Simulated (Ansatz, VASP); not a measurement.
## Ge: VASP beside Ansatz

```
Ge
1.0
     0.00000    2.83687    2.83687
     2.83687    0.00000    2.83687
     2.83687    2.83687    0.00000
Ge
2
Direct
  0.00000 0.00000 0.00000
  0.25000 0.25000 0.25000
```

Alike in both runs: task single point; functional PBE; k mesh 8 × 8 × 8; occupations fermi-dirac, width 0.02 eV; no spin polarisation.

|  | VASP | Ansatz |
| --- | --- | --- |
| version | VASP 6.6.1 | Ansatz 0.2.0 |
| potentials or method | VASP PAW PBE potentials, release 64 (Ge_d) | plane waves, PAW |
| plane-wave cutoff (eV) | 520 | 420 |
| valence electrons in the cell | 28 | 28 |

|  | VASP | Ansatz | Ansatz less VASP |
| --- | --- | --- | --- |
| pressure (GPa) | 2.9 | 3.0 | +0.12 |
